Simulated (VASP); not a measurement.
The system is Ti.

```xyz
2
Lattice="2.9500 0.0000 0.0000 -1.4750 2.5548 0.0000 0.0000 0.0000 4.6800" Properties=species:S:1:pos:R:3 pbc="T T T"
Ti    1.4750    0.8516    3.5100
Ti    0.0000    1.7032    1.1700
```

Base run:

```yaml
Program: VASP 6.6.1
Functional: HSE06
Potentials_or_basis: VASP PAW PBE potentials, release 64 (Ti_sv)
Cutoff: 520 eV
k_mesh: 7 × 7 × 4
Occupations: fermi-dirac, width 0.01 eV
Spin: no spin polarisation
```

Its results: band gap on the k mesh zero (bands 12 and 13 overlap by 1.63 eV); pressure -3.7 GPa.

Task: The run is repeated on the same cell with these changes: k mesh from 7 × 7 × 4 to 5 × 5 × 3; occupations from fermi-dirac, width 0.01 eV to fermi-dirac, width 0.05 eV. What comes out?

Result: Band gap on the k mesh zero (bands 12 and 13 overlap by 1.04 eV); pressure -4.2 GPa.

Caveats: some runs use coarse meshes; the PAW data sets were made with another functional, which shifts forces and pressure a little; the cell stands under tension (at least some runs).
